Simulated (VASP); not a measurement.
# NaF (Villiaumite) (Fm-3m) in VASP: notebook

Aim: see how the results for NaF (Villiaumite) move with the level of theory and the settings. Levels: PBE, r2SCAN. Tasks: single point.

Everything below comes from runs of VASP 6.6.1. Logs are shortened: lines on timing, memory, paths and dates and some standing lists are left out, and cuts for length are marked.

### 1 The cell of the first run

Symmetry: Fm-3m, No. 225, cubic system. Conventional cell: a = 4.594 Å, b = 4.594 Å, c = 4.594 Å, α = 90.00°, β = 90.00°, γ = 90.00°. Within 3.0 Å of Na (site symmetry m-3m) lie 6 F at 2.30 Å. Within 3.0 Å of F (site symmetry m-3m) lie 6 Na at 2.30 Å.

### 2 Single point, PBE

INCAR reads:

```
SYSTEM = NaF
ALGO = Normal
EDIFF = 1E-6
ENCUT = 520
GGA = PE
ISIF = 2
ISMEAR = 0
LASPH = .TRUE.
LCHARG = .TRUE.
LELF = .TRUE.
LREAL = .FALSE.
LVHAR = .TRUE.
LWAVE = .FALSE.
NBANDS = 14
NELM = 100
PREC = Accurate
SIGMA = 0.01
```

KPOINTS reads:

```
k-points
0
G
  6 6 6
  0 0 0
```

POSCAR reads:

```
NaF
1.0
    0.0000000000      2.2972417821      2.2972417821
    2.2972417821      0.0000000000      2.2972417821
    2.2972417821      2.2972417821      0.0000000000
Na F
1 1
Direct
    0.0000000000      0.0000000000      0.0000000000
    0.5000000000      0.5000000000      0.5000000000
```

Potentials or basis: VASP PAW PBE potentials, release 64 (Na_pv, F).

Started as:

```
$ cat potpaw_PBE.64/Na_pv/POTCAR potpaw_PBE.64/F/POTCAR > POTCAR
$ mpirun -np 1 vasp_std > vasp.out
```

OUTCAR:

```text
SYSTEM = NaF
   EDIFF = 1E-6
   ENCUT = 520
   GGA = PE
   ISIF = 2
   ISMEAR = 0
   LASPH = .TRUE.
   LREAL = .FALSE.
   NELM = 100
   PREC = Accurate

 ion  position               nearest neighbor table
   1  0.000  0.000  0.000-   2 2.30   2 2.30   2 2.30   2 2.30   2 2.30   2 2.30
   2  0.500  0.500  0.500-   1 2.30   1 2.30   1 2.30   1 2.30   1 2.30   1 2.30

  LATTYP: Found a face centered cubic cell.
 ALAT       =     4.5944835642

  Lattice vectors:

 A1 = (   0.0000000000,   2.2972417821,   2.2972417821)
 A2 = (   2.2972417821,   0.0000000000,   2.2972417821)
 A3 = (   2.2972417821,   2.2972417821,   0.0000000000)

Analysis of symmetry for initial positions (statically):
=====================================================================
 Subroutine PRICEL returns:
 Original cell was already a primitive cell.

 Routine SETGRP: Setting up the symmetry group for a
 face centered cubic supercell.

 Subroutine GETGRP returns: Found 48 space group operations
 (whereof 48 operations were pure point group operations)
 out of a pool of 48 trial point group operations.

The static configuration has the point symmetry O_h .

Analysis of symmetry for dynamics (positions and initial velocities):
=====================================================================
 Subroutine PRICEL returns:
 Original cell was already a primitive cell.

 Routine SETGRP: Setting up the symmetry group for a
 face centered cubic supercell.

 Subroutine GETGRP returns: Found 48 space group operations
 (whereof 48 operations were pure point group operations)
 out of a pool of 48 trial point group operations.

The dynamic configuration has the point symmetry O_h .

 Subroutine INISYM returns: Found 48 space group operations
 (whereof 48 operations are pure point group operations),
 and found     1 'primitive' translations

----------------------------------------------------------------------------------------

                                     Primitive cell

  volume of cell :      24.2466

  direct lattice vectors                    reciprocal lattice vectors
     0.000000000  2.297241782  2.297241782    -0.217652318  0.217652318  0.217652318
     2.297241782  0.000000000  2.297241782     0.217652318 -0.217652318  0.217652318
     2.297241782  2.297241782  0.000000000     0.217652318  0.217652318 -0.217652318

  length of vectors
     3.248790484  3.248790484  3.248790484     0.376984874  0.376984874  0.376984874

  position of ions in fractional coordinates (direct lattice)
     0.000000000  0.000000000  0.000000000
     0.500000000  0.500000000  0.500000000

  ion indices of the primitive-cell ions
   primitive index   ion index
                 1           1
                 2           2

----------------------------------------------------------------------------------------

 KPOINTS: k-points

Automatic generation of k-mesh.
 Grid dimensions read from file:
 generate k-points for:    6    6    6

 Generating k-lattice:

  Cartesian coordinates                     Fractional coordinates (reciprocal lattice)
    -0.036275386  0.036275386  0.036275386     0.166666667  0.000000000  0.000000000
     0.036275386 -0.036275386  0.036275386     0.000000000  0.166666667  0.000000000
     0.036275386  0.036275386 -0.036275386     0.000000000  0.000000000  0.166666667

  Length of vectors
     0.062830812  0.062830812  0.062830812

  Shift w.r.t. Gamma in fractional coordinates (k-lattice)
     0.000000000  0.000000000  0.000000000

 Subroutine IBZKPT returns following result:
 ===========================================

 Found     16 irreducible k-points:

 Following reciprocal coordinates:
            Coordinates               Weight
  0.000000  0.000000  0.000000      1.000000
  0.166667  0.000000  0.000000      8.000000
  0.333333  0.000000  0.000000      8.000000
  0.500000  0.000000  0.000000      4.000000
  0.166667  0.166667  0.000000      6.000000
  0.333333  0.166667  0.000000     24.000000
[... 8 lines left out ...]
 -0.333333  0.333333  0.166667     24.000000
 -0.333333  0.500000  0.166667     12.000000
   k-points           NKPTS =     16   k-points in BZ     NKDIM =     16   number of bands    NBANDS=     14
   number of dos      NEDOS =    301   number of ions     NIONS =      2
   total plane-waves  NPLWV =  13824
   dimension x,y,z NGX =    24 NGY =   24 NGZ =   24
   dimension x,y,z NGXF=    48 NGYF=   48 NGZF=   48
   ions per type =               1   1
   NGX,Y,Z   is equivalent  to a cutoff of  12.28, 12.28, 12.28 a.u.
   NGXF,Y,Z  is equivalent  to a cutoff of  24.56, 24.56, 24.56 a.u.
 SYSTEM =  NaF
   PREC   = accura    normal or accurate (medium, high low for compatibility)
   ISTART =      0    job   : 0-new  1-cont  2-samecut
   ICHARG =      2    charge: 1-file 2-atom 10-const
   ISPIN  =      1    spin polarized calculation?
   LNONCOLLINEAR =      F non collinear calculations
   LSORBIT =      F    spin-orbit coupling
   LASPH  =      T    aspherical Exc in radial PAW
   ENCUT  =  520.0 eV  38.22 Ry    6.18 a.u.   6.04  6.04  6.04*2*pi/ulx,y,z
   NELM   =    100;   NELMIN=  2; NELMDL= -5     # of ELM steps
   EDIFF  = 0.1E-05   stopping-criterion for ELM
   LREAL  =      F    real-space projection
   EDIFFG = 0.1E-04   stopping-criterion for IOM
   NSW    =      0    number of steps for IOM
   IBRION =     -1    ionic relax: 0-MD 1-quasi-New 2-CG
   NFREE  =      0    steps in history (QN), initial steepest desc. (CG)
   ISIF   =      2    stress and relaxation
   ISYM   =      2    0-nonsym 1-usesym 2-fastsym
   POTIM  = 0.5000    time-step for ionic-motion
   TEBEG  =    0.0;   TEEND  =   0.0 temperature during run
   PSTRESS=    0.0 pullay stress
   NELECT =      14.0000    total number of electrons
   NUPDOWN=      -1.0000    fix difference up-down
   EMIN   =  10.00;   EMAX   =-10.00  energy-range for DOS
   EFERMI =   0.00;   METHOD = LEGACY
   ISMEAR =     0;   SIGMA  =   0.01  broadening in eV -4-tet -1-fermi 0-gaus
   EFERMI_NEDOS =   21; number of points for ismear=-14 and -15
   IALGO  =     38    algorithm
   IMIX   =      4    mixing-type and parameters
     AMIX     =   0.40;   BMIX     =  1.00
     AMIX_MAG =   1.60;   BMIX_MAG =  1.00
  volume/ion in A,a.u.               =      12.12        81.81
  Fermi-wavevector in a.u.,A,eV,Ry     =   1.363225  2.576121 25.284819  1.858382
  Thomas-Fermi vector in A             =   2.489646
   LORBIT       =      0    0 simple, 1 ext, 2 COOP (PROOUT), +10 PAW based schemes
   GGA     = PE    functional components
   LHFCALC =     F    Hartree Fock is set to
   AEXX    =    0.0000 exact exchange contribution
   IVDW    =     0    specifies the selected vdW correction
   LEPSILON=     F    determine dielectric tensor
   LRPA    =     F    only Hartree local field effects (RPA)
 non-spin polarized calculation
 Gauss-broadening in eV      SIGMA  =   0.01
  energy-cutoff  :      520.00
  volume of cell :       24.25
 maximum number of plane-waves:       660
   NGX = 13   NGY = 13   NGZ = 13

 number of electron      13.9999992 magnetization

 Free energy of the ion-electron system (eV)
  ---------------------------------------------------
  ext. energy  EPLUGINS =         0.00000000
  ---------------------------------------------------
  free energy    TOTEN  =        -8.54961567 eV

  energy without entropy =       -8.54961567  energy(sigma->0) =       -8.54961567

 E-fermi :  -1.8053     XC(G=0):  -9.2786

 val. band max:       -1.9700617316   @ k =   0.0000   0.0000   0.0000
 cond. band min:       4.4700556436   @ k =   0.0000   0.0000   0.0000
 fundamental gap:      6.4401173752
 Fermi energy:        -1.8053376100

 k-point     1 :       0.0000    0.0000    0.0000
  band No.  band energies     occupation
      1     -21.1878      2.00000
      2     -20.8409      2.00000
      3     -20.8409      2.00000
      4     -20.8409      2.00000
      5      -1.9701      2.00000
      6      -1.9701      2.00000
      7      -1.9701      2.00000
      8       4.4701      0.00000
      9      17.1905      0.00000
     10      17.1905      0.00000
     11      17.1905      0.00000
     12      20.1056      0.00000
     13      22.3125      0.00000
     14      22.3125      0.00000

 k-point     2 :       0.1667    0.0000    0.0000
  band No.  band energies     occupation
      1     -21.4489      2.00000
      2     -20.8442      2.00000
      3     -20.8442      2.00000
      4     -20.5430      2.00000
      5      -2.4716      2.00000
      6      -2.0383      2.00000
      7      -2.0383      2.00000
      8       5.4135      0.00000
      9      14.7020      0.00000
     10      17.6127      0.00000
     11      17.6127      0.00000
     12      21.4917      0.00000
     13      21.4917      0.00000
     14      22.6212      0.00000

 k-point     3 :       0.3333    0.0000    0.0000
  band No.  band energies     occupation
      1     -21.7067      2.00000
      2     -20.8507      2.00000
      3     -20.8507      2.00000
      4     -20.2096      2.00000
      5      -3.2732      2.00000
      6      -2.1720      2.00000
      7      -2.1720      2.00000
      8       7.4217      0.00000
      9      12.2005      0.00000
     10      18.2872      0.00000
     11      18.2872      0.00000
     12      21.0165      0.00000
     13      21.0165      0.00000
     14      22.4709      0.00000
[... 188 lines left out ...]
 k-point    15 :      -0.3333    0.3333    0.1667
  band No.  band energies     occupation
      1     -21.5207      2.00000
      2     -20.9232      2.00000
      3     -20.8974      2.00000
      4     -20.3085      2.00000
      5      -3.1406      2.00000
      6      -2.7220      2.00000
      7      -2.3989      2.00000
      8      10.6088      0.00000
      9      11.1342      0.00000
     10      14.4612      0.00000
     11      16.3373      0.00000
     12      20.9827      0.00000
     13      21.6942      0.00000
     14      26.3495      0.00000

 k-point    16 :      -0.3333    0.5000    0.1667
  band No.  band energies     occupation
      1     -21.3186      2.00000
      2     -20.9700      2.00000
      3     -20.9223      2.00000
      4     -20.4699      2.00000
      5      -3.0833      2.00000
      6      -2.6382      2.00000
      7      -2.5206      2.00000
      8      11.4114      0.00000
      9      11.4268      0.00000
     10      12.8916      0.00000
     11      16.0628      0.00000
     12      19.8172      0.00000
     13      24.4120      0.00000
     14      24.4793      0.00000

------------------------ aborting loop because EDIFF is reached ----------------------------------------

  FORCE on cell =-STRESS in cart. coord.  units (eV):
  Direction    XX          YY          ZZ          XY          YZ          ZX
  --------------------------------------------------------------------------------------
  -------------------------------------------------------------------------------------
  Total        0.5290569      0.5290569      0.5290569      0.0000000     -0.0000000     -0.0000000
  in kB       34.9593088     34.9593088     34.9593088      0.0000000     -0.0000000     -0.0000000
  external PRESSURE =      34.9593088 kB  Pullay stress =       0.0000000 kB

 VOLUME and BASIS-vectors are now :
 -----------------------------------------------------------------------------
  energy-cutoff  :      520.00
  volume of cell :       24.25
      direct lattice vectors                 reciprocal lattice vectors
     0.000000000  2.297241782  2.297241782    -0.217652318  0.217652318  0.217652318
     2.297241782  0.000000000  2.297241782     0.217652318 -0.217652318  0.217652318
     2.297241782  2.297241782  0.000000000     0.217652318  0.217652318 -0.217652318

 POSITION                                       TOTAL-FORCE (eV/Angst)
 -----------------------------------------------------------------------------------
      0.00000      0.00000      0.00000         0.000000      0.000000      0.000000
      2.29724      2.29724      2.29724         0.000000      0.000000     -0.000000
 -----------------------------------------------------------------------------------
    total drift:                                0.000000     -0.000000      0.000000

  FREE ENERGIE OF THE ION-ELECTRON SYSTEM (eV)
  ---------------------------------------------------
  free  energy   TOTEN  =        -8.5496156672 eV

  energy  without entropy=       -8.5496156672  energy(sigma->0) =       -8.54961567
```

Run time: 13 s. Hardware: 1 thread of AMD EPYC 7R13, shared host; peak memory 0.1 GiB.

What came out:

| Property | Result |
| --- | --- |
| Free energy | -8.5496 eV |
| Pressure | 3.5 GPa |
| Band gap on the k mesh | 6.44 eV, direct |

PBE gaps usually lie below the measured ones, often by a third to a half.

### 3 Single point, r2SCAN

POSCAR is that of step 2.

INCAR.step1 reads:

```
SYSTEM = NaF
  PREC = Accurate
  ENCUT = 520
  ISMEAR = 0
  SIGMA = 0.01
  LREAL = .FALSE.
  LASPH = .TRUE.
  NELM = 80
  NBANDS = 14
  GGA = PE
  ALGO = Normal
  EDIFF = 1E-4
  LWAVE = .TRUE.
  LCHARG = .FALSE.
```

INCAR.step2 reads:

```
SYSTEM = NaF
  PREC = Accurate
  ENCUT = 520
  EDIFF = 1E-6
  ISMEAR = 0
  SIGMA = 0.01
  LREAL = .FALSE.
  LASPH = .TRUE.
  NELM = 80
  ALGO = Normal
  ISIF = 2
  LWAVE = .FALSE.
  LCHARG = .FALSE.
  METAGGA = R2SCAN
  LMIXTAU = .TRUE.
  NBANDS = 14
  ISTART = 1
```

KPOINTS reads:

```
Automatic mesh
0
G
  6 6 6
  0 0 0
```

Potentials or basis: VASP PAW PBE potentials, release 64 (Na_pv, F).

Started as:

```
$ cat potpaw_PBE.64/Na_pv/POTCAR potpaw_PBE.64/F/POTCAR > POTCAR
$ cp INCAR.step1 INCAR
$ mpirun -np 1 vasp_std > vasp.out
$ cp INCAR.step2 INCAR
$ mpirun -np 1 vasp_std > vasp.out
```

It took 51 s on 1 thread of AMD EPYC 7R13, shared host; peak memory 0.1 GiB.

It converged, with:

```yaml
Free_energy: -12.6030 eV
Pressure: -0.8 GPa
Band_gap_on_the_k_mesh: 7.32 eV, direct
```

Levels at points of the mesh, in eV from the valence-band top:
| k point | band 5 | band 6 | band 7 | band 8 | band 9 | band 10 |
| --- | --- | --- | --- | --- | --- | --- |
| (0.00, 0.00, 0.00) | 0.00 | 0.00 | 0.00 | 7.32 | 19.97 | 19.97 |
| (0.50, 0.00, 0.00) | -1.61 | -0.28 | -0.28 | 11.80 | 13.64 | 21.70 |
| (0.50, 0.50, 0.00) | -1.30 | -0.42 | -0.41 | 14.01 | 14.29 | 15.11 |

Caveat: the PAW data sets were made with another functional, which shifts forces and pressure a little.
